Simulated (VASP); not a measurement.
# Cr (Pm-3m) in VASP: single point with PBE

Aim: the single point of Cr with PBE.

Everything below comes from runs of VASP 6.6.1. Logs are shortened: lines on timing, memory, paths and dates and some standing lists are left out, and cuts for length are marked.

## Step 1: The cell of the first run

Symmetry: Pm-3m, No. 221, cubic system. The conventional cell has a = 1.858 Å, b = 1.858 Å, c = 1.858 Å, α = 90.00°, β = 90.00°, γ = 90.00°. Within 2.5 Å of Cr (site symmetry m-3m) lie 6 Cr at 1.86 Å.

This isn't the form of Cr at room conditions, which is bcc.

## Step 2: Single point, PBE, collinear spin, ferromagnetic start (6.41 Å³/atom)

INCAR

```
  PREC = Accurate
  ENCUT = 700
  EDIFF = 1E-6
  ISMEAR = -1
  SIGMA = 0.05
  LREAL = F
  LASPH = T
  NELM = 200
  ALGO = Normal
  ISIF = 2
  LWAVE = F
  LCHARG = F
  ISPIN = 2
  MAGMOM = 2
  LORBIT = 11
  LMAXMIX = 4
  GGA = PE
  NBANDS = 17
  GGA_COMPAT = F
```

KPOINTS

```
regular mesh
0
Gamma
  16 16 16
```

POSCAR

```
Cr
1.0
    1.8577571177      0.0000000000      0.0000000000
    0.0000000000      1.8577571177      0.0000000000
    0.0000000000      0.0000000000      1.8577571177
Cr
1
Direct
    0.0000000000      0.0000000000      0.0000000000
```

Potentials or basis: VASP PAW PBE potentials, release 64 (Cr_sv).

On the command line:

```
> cat potpaw_PBE.64/Cr_sv/POTCAR > POTCAR
> mpirun -np 1 vasp_std > vasp.out
```

OUTCAR:

```text
PREC = Accurate
   ENCUT = 700
   EDIFF = 1E-6
   ISMEAR = -1
   LREAL = F
   LASPH = T
   NELM = 200
   ISIF = 2
   ISPIN = 2
   LORBIT = 11
   GGA = PE

 ion  position               nearest neighbor table
   1  0.000  0.000  0.000-

  LATTYP: Found a simple cubic cell.
 ALAT       =     1.8577571177

  Lattice vectors:

 A1 = (   1.8577571177,   0.0000000000,   0.0000000000)
 A2 = (   0.0000000000,   1.8577571177,   0.0000000000)
 A3 = (   0.0000000000,   0.0000000000,   1.8577571177)

Analysis of symmetry for initial positions (statically):
=====================================================================
 Subroutine PRICEL returns:
 Original cell was already a primitive cell.

 Routine SETGRP: Setting up the symmetry group for a
 simple cubic supercell.

 Subroutine GETGRP returns: Found 48 space group operations
 (whereof 48 operations were pure point group operations)
 out of a pool of 48 trial point group operations.

The static configuration has the point symmetry O_h .

Analysis of symmetry for dynamics (positions and initial velocities):
=====================================================================
 Subroutine PRICEL returns:
 Original cell was already a primitive cell.

 Routine SETGRP: Setting up the symmetry group for a
 simple cubic supercell.

 Subroutine GETGRP returns: Found 48 space group operations
 (whereof 48 operations were pure point group operations)
 out of a pool of 48 trial point group operations.

The dynamic configuration has the point symmetry O_h .

Analysis of structural, dynamic, and magnetic symmetry:
=====================================================================
 Subroutine PRICEL returns:
 Original cell was already a primitive cell.

 Routine SETGRP: Setting up the symmetry group for a
 simple cubic supercell.

 Subroutine GETGRP returns: Found 48 space group operations
 (whereof 48 operations were pure point group operations)
 out of a pool of 48 trial point group operations.

The overall configuration has the point symmetry O_h .

 Subroutine INISYM returns: Found 48 space group operations
 (whereof 48 operations are pure point group operations),
 and found     1 'primitive' translations

----------------------------------------------------------------------------------------

                                     Primitive cell

  volume of cell :       6.4116

  direct lattice vectors                    reciprocal lattice vectors
     1.857757118  0.000000000  0.000000000     0.538283498  0.000000000  0.000000000
     0.000000000  1.857757118  0.000000000     0.000000000  0.538283498  0.000000000
[... 95 lines left out ...]
   NUPDOWN=      -1.0000    fix difference up-down
   EMIN   =  10.00;   EMAX   =-10.00  energy-range for DOS
   EFERMI =   0.00;   METHOD = LEGACY
   ISMEAR =    -1;   SIGMA  =   0.05  broadening in eV -4-tet -1-fermi 0-gaus
   EFERMI_NEDOS =   21; number of points for ismear=-14 and -15
   IALGO  =     38    algorithm
   IMIX   =      4    mixing-type and parameters
     AMIX     =   0.40;   BMIX     =  1.00
     AMIX_MAG =   1.60;   BMIX_MAG =  1.00
  volume/ion in A,a.u.               =       6.41        43.27
  Fermi-wavevector in a.u.,A,eV,Ry     =   2.123873  4.013538 61.373666  4.510837
  Thomas-Fermi vector in A             =   3.107550
   LORBIT       =     11    0 simple, 1 ext, 2 COOP (PROOUT), +10 PAW based schemes
   GGA     = PE    functional components
   LHFCALC =     F    Hartree Fock is set to
   AEXX    =    0.0000 exact exchange contribution
   IVDW    =     0    specifies the selected vdW correction
   LEPSILON=     F    determine dielectric tensor
   LRPA    =     F    only Hartree local field effects (RPA)
 spin polarized calculation
  energy-cutoff  :      700.00
  volume of cell :        6.41
 maximum number of plane-waves:       286
   NGX =  9   NGY =  9   NGZ =  9

 number of electron      14.0000022 magnetization      -0.0001246

 number of electron      14.0000022 magnetization       0.0000308

 Free energy of the ion-electron system (eV)
  ---------------------------------------------------
  ext. energy  EPLUGINS =         0.00000000
  ---------------------------------------------------
  free energy    TOTEN  =        -2.74940504 eV

  energy without entropy =       -2.74285520  energy(sigma->0) =       -2.74613012

 E-fermi :  27.0975     XC(G=0): -17.3954

 val. band max:       27.0908862489   @ k =   0.4375   0.3125   0.1875
 cond. band min:      27.1352245413   @ k =   0.5000   0.3125   0.1875
 fundamental gap:      0.0443382924
 Fermi energy:        27.0975235647

 spin component 1

 k-point     1 :       0.0000    0.0000    0.0000
  band No.  band energies     occupation
      1     -47.1510      1.00000
      2     -14.2667      1.00000
      3     -14.2667      1.00000
      4     -14.2667      1.00000
      5      18.5774      1.00000
      6      19.3322      1.00000
[... 459 lines left out ...]
      6      23.3514      1.00000
[... 9 lines left out ...]
     16      72.5183      0.00000
     17      74.5778      0.00000

 [... further k-points ...]

 spin component 2

 k-point     1 :       0.0000    0.0000    0.0000
  band No.  band energies     occupation
      1     -47.1511      1.00000
      2     -14.2668      1.00000
      3     -14.2668      1.00000
      4     -14.2668      1.00000
      5      18.5775      1.00000
      6      19.3323      1.00000
[... 459 lines left out ...]
      6      23.3515      1.00000
[... 9 lines left out ...]
     16      72.5184      0.00000
     17      74.5779      0.00000

 [... further k-points ...]
[... 5 lines left out ...]
  --------------------------------------------------------------------------------------
  -------------------------------------------------------------------------------------
  Total       20.9951325     20.9951325     20.9951325      0.0000000      0.0000000      0.0000000
  in kB     5246.4120881   5246.4120881   5246.4120881      0.0000000      0.0000000      0.0000000
  external PRESSURE =    5246.4120881 kB  Pullay stress =       0.0000000 kB

 VOLUME and BASIS-vectors are now :
 -----------------------------------------------------------------------------
  energy-cutoff  :      700.00
  volume of cell :        6.41
      direct lattice vectors                 reciprocal lattice vectors
     1.857757118  0.000000000  0.000000000     0.538283498  0.000000000  0.000000000
     0.000000000  1.857757118  0.000000000     0.000000000  0.538283498  0.000000000
     0.000000000  0.000000000  1.857757118     0.000000000  0.000000000  0.538283498

 POSITION                                       TOTAL-FORCE (eV/Angst)
 -----------------------------------------------------------------------------------
      0.00000      0.00000      0.00000         0.000000      0.000000      0.000000
 -----------------------------------------------------------------------------------
    total drift:                               -0.000000      0.000000      0.000000

  FREE ENERGIE OF THE ION-ELECTRON SYSTEM (eV)
  ---------------------------------------------------
  free  energy   TOTEN  =        -2.7494050376 eV

  energy  without entropy=       -2.7428552028  energy(sigma->0) =       -2.74613012

 total charge

# of ion       s       p       d       tot
------------------------------------------
    1        2.336   6.103   4.695  13.134

 magnetization (x)

# of ion       s       p       d       tot
------------------------------------------
    1        0.000   0.000   0.000   0.000
```

Run time: 27 s. Hardware: 1 thread of AMD EPYC 9R45 (Zen 5), shared host; peak memory 0.12 GiB.

What came out:

| Quantity | Value |
| --- | --- |
| Free energy | -2.7494 eV |
| Pressure | 524.6 GPa |
| Band gap on the k mesh | zero (filled and empty bands overlap) |
| Net moment | 0.00 μB per cell |
| Valence electrons inside the program's atomic spheres | Cr 13.13 |

Levels at points of the mesh, in eV from the Fermi level:
Spin up:
```csv
k point,band 4,band 5,band 6,band 7,band 8,band 9,band 10,band 11
"(0.00, 0.00, 0.00)",-41.36,-8.52,-7.77,-7.77,5.67,5.67,5.67,30.65
"(0.50, 0.00, 0.00)",-40.72,-5.92,-3.54,0.37,0.37,0.94,6.17,16.83
"(0.50, 0.50, 0.00)",-40.14,-11.68,-2.83,1.59,1.59,8.92,13.15,13.15
"(0.50, 0.50, 0.50)",-45.35,-7.99,-7.99,-7.99,9.23,9.23,10.73,30.08
```
Spin down:
```
           k point  band 3  band 4  band 5  band 6  band 7  band 8  band 9  band 10  band 11  band 12
(0.00, 0.00, 0.00)  -41.36  -41.36   -8.52   -7.77   -7.77    5.67    5.67     5.67    30.65    30.65
(0.50, 0.00, 0.00)  -40.72  -40.72   -5.92   -3.54    0.37    0.37    0.94     6.17    16.83    26.34
(0.50, 0.50, 0.00)  -46.39  -40.14  -11.68   -2.83    1.59    1.59    8.92    13.15    13.15    20.64
(0.50, 0.50, 0.50)  -45.35  -45.35   -7.99   -7.99   -7.99    9.23    9.23    10.73    30.08    30.08
```

Caveat: atoms lie so close that the PAW spheres overlap strongly, which falsifies energies and pressures; the cell stands under pressure; the moments typed at the start vanished in this run.

The gap in the log of VASP goes by the Fermi energy; the results here count the filled bands.